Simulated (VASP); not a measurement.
# CdS (P6_3mc) in VASP: a series of runs

CdS is run at these levels: LDA; tasks: single point.

All numbers are computed with VASP 6.6.1; they aren't measurements. Logs are shortened: lines on timing, memory, paths and dates and some standing lists are left out, and cuts for length are marked.

### Step 1. The cell of the first run

The structure is hexagonal, space group P6_3mc (No. 186). The conventional cell has a = 4.150 Å, b = 4.150 Å, c = 6.737 Å, α = 90.00°, β = 90.00°, γ = 120.00°. Cd (site symmetry 3m) has 4 S at 2.53 to 2.54 Å within 3.3 Å. S (site symmetry 3m) has 4 Cd at 2.53 to 2.54 Å within 3.3 Å.

### Step 2. Single point, LDA

File INCAR:

```
SYSTEM = CdS
PREC = Accurate
ENCUT = 520
EDIFF = 1E-7
ISMEAR = 0
SIGMA = 0.01
LREAL = .FALSE.
LASPH = .TRUE.
NELM = 100
ALGO = Normal
ISIF = 2
LWAVE = .FALSE.
LCHARG = .FALSE.
NBANDS = 26
```

File KPOINTS:

```
Automatic mesh
0
G
  6 6 4
  0 0 0
```

File POSCAR:

```
CdS
1.0
    4.1500000000      0.0000000000      0.0000000000
   -2.0750000000      3.5940054300      0.0000000000
    0.0000000000      0.0000000000      6.7370000000
Cd S
2 2
Direct
    0.3333333300      0.6666666700      0.0000000000
    0.6666666700      0.3333333300      0.5000000000
    0.3333333300      0.6666666700      0.3750000000
    0.6666666700      0.3333333300      0.8750000000
```

Potentials or basis: VASP PAW LDA potentials, release 64 (Cd, S).

Started as:

```
$ cat potpaw_LDA.64/Cd/POTCAR potpaw_LDA.64/S/POTCAR > POTCAR
$ mpirun -np 1 vasp_std > vasp.out
```

OUTCAR:

```text
SYSTEM = CdS
   PREC = Accurate
   ENCUT = 520
   EDIFF = 1E-7
   ISMEAR = 0
   LREAL = .FALSE.
   LASPH = .TRUE.
   NELM = 100
   ISIF = 2

 ion  position               nearest neighbor table
   1  0.333  0.667  0.000-   3 2.53   4 2.54   4 2.54   4 2.54
   2  0.667  0.333  0.500-   4 2.53   3 2.54   3 2.54   3 2.54
   3  0.333  0.667  0.375-   1 2.53   2 2.54   2 2.54   2 2.54
   4  0.667  0.333  0.875-   2 2.53   1 2.54   1 2.54   1 2.54

  LATTYP: Found a hexagonal cell.
 ALAT       =     4.1500000000
 C/A-ratio  =     1.6233734940

  Lattice vectors:

 A1 = (   4.1500000000,   0.0000000000,   0.0000000000)
 A2 = (  -2.0750000000,   3.5940054300,   0.0000000000)
 A3 = (   0.0000000000,   0.0000000000,   6.7370000000)

Analysis of symmetry for initial positions (statically):
=====================================================================
 Subroutine PRICEL returns:
 Original cell was already a primitive cell.

 Routine SETGRP: Setting up the symmetry group for a
 hexagonal supercell.

 Subroutine GETGRP returns: Found 12 space group operations
 (whereof  6 operations were pure point group operations)
 out of a pool of 24 trial point group operations.

The static configuration has the point symmetry C_3v.
 The point group associated with its full space group is C_6v.

Analysis of symmetry for dynamics (positions and initial velocities):
=====================================================================
 Subroutine PRICEL returns:
 Original cell was already a primitive cell.

 Routine SETGRP: Setting up the symmetry group for a
 hexagonal supercell.

 Subroutine GETGRP returns: Found 12 space group operations
 (whereof  6 operations were pure point group operations)
 out of a pool of 24 trial point group operations.

The dynamic configuration has the point symmetry C_3v.
 The point group associated with its full space group is C_6v.

 Subroutine INISYM returns: Found 12 space group operations
 (whereof  6 operations are pure point group operations),
 and found     1 'primitive' translations

----------------------------------------------------------------------------------------

                                     Primitive cell

  volume of cell :     100.4832

  direct lattice vectors                    reciprocal lattice vectors
     4.150000000  0.000000000  0.000000000     0.240963855  0.139120547  0.000000000
    -2.075000000  3.594005430  0.000000000     0.000000000  0.278241093  0.000000000
     0.000000000  0.000000000  6.737000000     0.000000000  0.000000000  0.148434021

  length of vectors
     4.150000000  4.150000004  6.737000000     0.278241094  0.278241093  0.148434021

  position of ions in fractional coordinates (direct lattice)
     0.333333330  0.666666670  0.000000000
     0.666666670  0.333333330  0.500000000
     0.333333330  0.666666670  0.375000000
     0.666666670  0.333333330  0.875000000

  ion indices of the primitive-cell ions
   primitive index   ion index
                 1           1
                 2           2
                 3           3
                 4           4

----------------------------------------------------------------------------------------

 KPOINTS: Automatic mesh

Automatic generation of k-mesh.
 Grid dimensions read from file:
 generate k-points for:    6    6    4

 Generating k-lattice:

  Cartesian coordinates                     Fractional coordinates (reciprocal lattice)
     0.040160643  0.023186758  0.000000000     0.166666667 -0.000000000  0.000000000
     0.000000000  0.046373516  0.000000000     0.000000000  0.166666667  0.000000000
     0.000000000  0.000000000  0.037108505     0.000000000  0.000000000  0.250000000

  Length of vectors
     0.046373516  0.046373516  0.037108505

  Shift w.r.t. Gamma in fractional coordinates (k-lattice)
     0.000000000  0.000000000  0.000000000

 Subroutine IBZKPT returns following result:
 ===========================================

 Found     21 irreducible k-points:

 Following reciprocal coordinates:
            Coordinates               Weight
  0.000000  0.000000  0.000000      1.000000
  0.166667  0.000000  0.000000      6.000000
  0.333333  0.000000  0.000000      6.000000
  0.500000  0.000000  0.000000      3.000000
  0.166667  0.166667  0.000000      6.000000
  0.333333  0.166667  0.000000     12.000000
[... 13 lines left out ...]
  0.333333  0.166667  0.500000     12.000000
  0.333333  0.333333  0.500000      2.000000
   k-points           NKPTS =     21   k-points in BZ     NKDIM =     21   number of bands    NBANDS=     26
   number of dos      NEDOS =    301   number of ions     NIONS =      4
   total plane-waves  NPLWV =  51200
   dimension x,y,z NGX =    32 NGY =   32 NGZ =   50
   dimension x,y,z NGXF=    64 NGYF=   64 NGZF=  100
   ions per type =               2   2
   NGX,Y,Z   is equivalent  to a cutoff of  12.82, 12.82, 12.34 a.u.
   NGXF,Y,Z  is equivalent  to a cutoff of  25.64, 25.64, 24.68 a.u.
 SYSTEM =  CdS
   PREC   = accura    normal or accurate (medium, high low for compatibility)
   ISTART =      0    job   : 0-new  1-cont  2-samecut
   ICHARG =      2    charge: 1-file 2-atom 10-const
   ISPIN  =      1    spin polarized calculation?
   LNONCOLLINEAR =      F non collinear calculations
   LSORBIT =      F    spin-orbit coupling
   LASPH  =      T    aspherical Exc in radial PAW
   ENCUT  =  520.0 eV  38.22 Ry    6.18 a.u.   7.72  7.72 12.53*2*pi/ulx,y,z
   NELM   =    100;   NELMIN=  2; NELMDL= -5     # of ELM steps
   EDIFF  = 0.1E-06   stopping-criterion for ELM
   LREAL  =      F    real-space projection
   EDIFFG = 0.1E-05   stopping-criterion for IOM
   NSW    =      0    number of steps for IOM
   IBRION =     -1    ionic relax: 0-MD 1-quasi-New 2-CG
   NFREE  =      0    steps in history (QN), initial steepest desc. (CG)
   ISIF   =      2    stress and relaxation
   ISYM   =      2    0-nonsym 1-usesym 2-fastsym
   POTIM  = 0.5000    time-step for ionic-motion
   TEBEG  =    0.0;   TEEND  =   0.0 temperature during run
   PSTRESS=    0.0 pullay stress
   NELECT =      36.0000    total number of electrons
   NUPDOWN=      -1.0000    fix difference up-down
   EMIN   =  10.00;   EMAX   =-10.00  energy-range for DOS
   EFERMI =   0.00;   METHOD = LEGACY
   ISMEAR =     0;   SIGMA  =   0.01  broadening in eV -4-tet -1-fermi 0-gaus
   EFERMI_NEDOS =   21; number of points for ismear=-14 and -15
   IALGO  =     38    algorithm
   IMIX   =      4    mixing-type and parameters
     AMIX     =   0.40;   BMIX     =  1.00
     AMIX_MAG =   1.60;   BMIX_MAG =  1.00
  volume/ion in A,a.u.               =      25.12       169.52
  Fermi-wavevector in a.u.,A,eV,Ry     =   1.162727  2.197236 18.394190  1.351935
  Thomas-Fermi vector in A             =   2.299285
   LORBIT       =      0    0 simple, 1 ext, 2 COOP (PROOUT), +10 PAW based schemes
   GGA     = CA    functional components
   LHFCALC =     F    Hartree Fock is set to
   AEXX    =    0.0000 exact exchange contribution
   IVDW    =     0    specifies the selected vdW correction
   LEPSILON=     F    determine dielectric tensor
   LRPA    =     F    only Hartree local field effects (RPA)
 non-spin polarized calculation
 Gauss-broadening in eV      SIGMA  =   0.01
  energy-cutoff  :      520.00
  volume of cell :      100.48
 maximum number of plane-waves:      2731
 NGX is ok and might be reduce to    32
   NGX = 15   NGY = 15   NGZ = 25

 number of electron      35.9999996 magnetization

 Free energy of the ion-electron system (eV)
  ---------------------------------------------------
  ext. energy  EPLUGINS =         0.00000000
  ---------------------------------------------------
  free energy    TOTEN  =       -14.77843472 eV

  energy without entropy =      -14.77843472  energy(sigma->0) =      -14.77843472

 E-fermi :   1.1186     XC(G=0):  -9.5232

 val. band max:        1.0194859320   @ k =   0.0000   0.0000   0.0000
 cond. band min:       1.9561686916   @ k =   0.0000   0.0000   0.0000
 fundamental gap:      0.9366827596
 Fermi energy:         1.1186221724

 k-point     1 :       0.0000    0.0000    0.0000
  band No.  band energies     occupation
      1     -11.2631      2.00000
      2     -10.8209      2.00000
      3      -6.7056      2.00000
      4      -6.6822      2.00000
      5      -6.6822      2.00000
      6      -6.5969      2.00000
[... 18 lines left out ...]
     25       8.4406      0.00000
     26       8.4567      0.00000

 k-point     2 :       0.1667    0.0000    0.0000
  band No.  band energies     occupation
      1     -11.1672      2.00000
      2     -10.7806      2.00000
      3      -6.6718      2.00000
      4      -6.6466      2.00000
      5      -6.6158      2.00000
      6      -6.5524      2.00000
[... 18 lines left out ...]
     25       8.3463      0.00000
     26       9.0075      0.00000

 k-point     3 :       0.3333    0.0000    0.0000
  band No.  band energies     occupation
      1     -10.9598      2.00000
      2     -10.7138      2.00000
      3      -6.6162      2.00000
      4      -6.5937      2.00000
      5      -6.4798      2.00000
      6      -6.4390      2.00000
[... 18 lines left out ...]
     25       9.1490      0.00000
     26       9.6408      0.00000

 k-point     4 :       0.5000    0.0000    0.0000
  band No.  band energies     occupation
      1     -10.8370      2.00000
      2     -10.6989      2.00000
      3      -6.5998      2.00000
      4      -6.5783      2.00000
      5      -6.4047      2.00000
      6      -6.3895      2.00000
[... 18 lines left out ...]
     25       9.2068      0.00000
     26      10.8817      0.00000

 k-point     5 :       0.1667    0.1667    0.0000
  band No.  band energies     occupation
      1     -11.0148      2.00000
      2     -10.7280      2.00000
      3      -6.6168      2.00000
      4      -6.6138      2.00000
      5      -6.4963      2.00000
      6      -6.4952      2.00000
[... 18 lines left out ...]
     25       8.9408      0.00000
     26       9.4686      0.00000

 k-point     6 :       0.3333    0.1667    0.0000
  band No.  band energies     occupation
      1     -10.8386      2.00000
      2     -10.6995      2.00000
      3      -6.6114      2.00000
      4      -6.5542      2.00000
      5      -6.4211      2.00000
      6      -6.4030      2.00000
[... 340 lines left out ...]
 k-point    18 :       0.5000    0.0000    0.5000
  band No.  band energies     occupation
      1     -10.7568      2.00000
      2     -10.7568      2.00000
      3      -6.5718      2.00000
      4      -6.5718      2.00000
      5      -6.4797      2.00000
      6      -6.4797      2.00000
[... 18 lines left out ...]
     25       9.2402      0.00000
     26       9.2402      0.00000

 k-point    19 :       0.1667    0.1667    0.5000
  band No.  band energies     occupation
      1     -10.8622      2.00000
      2     -10.8622      2.00000
      3      -6.5678      2.00000
      4      -6.5678      2.00000
      5      -6.5386      2.00000
      6      -6.5386      2.00000
[... 18 lines left out ...]
     25       8.8186      0.00000
     26       8.8186      0.00000

 k-point    20 :       0.3333    0.1667    0.5000
  band No.  band energies     occupation
      1     -10.7579      2.00000
      2     -10.7579      2.00000
      3      -6.5457      2.00000
      4      -6.5457      2.00000
      5      -6.4907      2.00000
      6      -6.4907      2.00000
[... 18 lines left out ...]
     25       9.2858      0.00000
     26       9.2858      0.00000

 k-point    21 :       0.3333    0.3333    0.5000
  band No.  band energies     occupation
      1     -10.7243      2.00000
      2     -10.7243      2.00000
      3      -6.5157      2.00000
      4      -6.5157      2.00000
      5      -6.4919      2.00000
      6      -6.4919      2.00000
[... 18 lines left out ...]
     25      10.1537      0.00000
     26      10.1538      0.00000

------------------------ aborting loop because EDIFF is reached ----------------------------------------

  FORCE on cell =-STRESS in cart. coord.  units (eV):
  Direction    XX          YY          ZZ          XY          YZ          ZX
  --------------------------------------------------------------------------------------
  -------------------------------------------------------------------------------------
  Total       -1.8341803     -1.8341803     -1.4668383      0.0000000      0.0000000     -0.0000000
  in kB      -29.2455125    -29.2455126    -23.3883434      0.0000000      0.0000000     -0.0000000
  external PRESSURE =     -27.2931228 kB  Pullay stress =       0.0000000 kB

 VOLUME and BASIS-vectors are now :
 -----------------------------------------------------------------------------
  energy-cutoff  :      520.00
  volume of cell :      100.48
      direct lattice vectors                 reciprocal lattice vectors
     4.150000000  0.000000000  0.000000000     0.240963855  0.139120547  0.000000000
    -2.075000000  3.594005430  0.000000000     0.000000000  0.278241093  0.000000000
     0.000000000  0.000000000  6.737000000     0.000000000  0.000000000  0.148434021

 POSITION                                       TOTAL-FORCE (eV/Angst)
 -----------------------------------------------------------------------------------
     -0.00000      2.39600      0.00000         0.000000     -0.000000     -0.062608
      2.07500      1.19800      3.36850        -0.000000      0.000000     -0.062608
     -0.00000      2.39600      2.52637        -0.000000      0.000000      0.062608
      2.07500      1.19800      5.89487         0.000000      0.000000      0.062608
 -----------------------------------------------------------------------------------
    total drift:                               -0.000015      0.000009     -0.000604

  FREE ENERGIE OF THE ION-ELECTRON SYSTEM (eV)
  ---------------------------------------------------
  free  energy   TOTEN  =       -14.7784347224 eV

  energy  without entropy=      -14.7784347224  energy(sigma->0) =      -14.77843472
```

Run time: 82 s. Hardware: 1 thread of Intel Xeon 8259CL, shared host; peak memory 0.2 GiB.

Results:

| Property | Result |
| --- | --- |
| Free energy | -14.7784 eV |
| Pressure | -2.7 GPa |
| Largest force | 0.063 eV/Å |
| Band gap on the k mesh | 0.94 eV |

Forces on the atoms (eV/Å):
```
Cd   0.000  0.000 -0.063
Cd   0.000  0.000 -0.063
S    0.000  0.000  0.063
S    0.000  0.000  0.063
```

Expect the measured gap to be larger: semilocal functionals such as LDA lack the derivative discontinuity.

### Step 3. Single point, LDA, non-collinear spin, zero start, spin-orbit coupling

File INCAR:

```
PREC     = Accurate       # precision mode
ENCUT    = 520            # plane-wave cutoff, eV
EDIFF    = 1E-6           # SCF threshold, eV
ISMEAR   = 0              # smearing method
SIGMA    = 0.01           # smearing width, eV
LREAL    = F              # projectors in reciprocal space
LASPH    = T              # aspherical terms in the spheres
NELM     = 150            # most SCF steps
ALGO     = Normal         # electronic algorithm
ISIF     = 2              # what is computed and relaxed
LWAVE    = F              # write WAVECAR
LCHARG   = F              # write CHGCAR
MAGMOM   = 0 0 0 0 0 0 0 0 0 0 0 0 # initial moments
LORBIT   = 11             # projections on sites
LSORBIT  = T              # spin-orbit coupling
GGA_COMPAT= F            
LORBMOM  = T            
NBANDS   = 50             # bands
```

File KPOINTS:

```
regular mesh
0
Gamma
  6 6 4
```

POSCAR is that of step 2.

Potentials or basis: VASP PAW LDA potentials, release 64 (Cd, S).

Started as:

```
$ cat potpaw_LDA.64/Cd/POTCAR potpaw_LDA.64/S/POTCAR > POTCAR
$ mpirun -np 1 vasp_ncl > vasp.out
```

Wall time 8.2 min (1 thread of Intel Xeon 8259CL, shared host); peak memory 0.43 GiB.

The run converged. Its results:

```yaml
Free_energy: -14.8402 eV
Pressure: -2.7 GPa
Largest_force: 0.062 eV/Å
Net_moment: 0.00 μB per cell
Valence_electrons_inside_the_program's_atomic_spheres: Cd 10.32; S 3.69
```

Forces in eV/Å, atoms in the order of the input:
```
Cd   0.000  0.000 -0.062
Cd   0.000  0.000 -0.062
S    0.000  0.000  0.062
S    0.000  0.000  0.062
```

Stress tensor (GPa, compression positive):
```
-2.91  0.00  0.00
 0.00 -2.91  0.00
 0.00  0.00 -2.32
```

Moments on the atoms (μB; x, y, z):
```
Cd  0.00 0.00 0.00
Cd  0.00 0.00 0.00
S   0.00 0.00 0.00
S   0.00 0.00 0.00
```
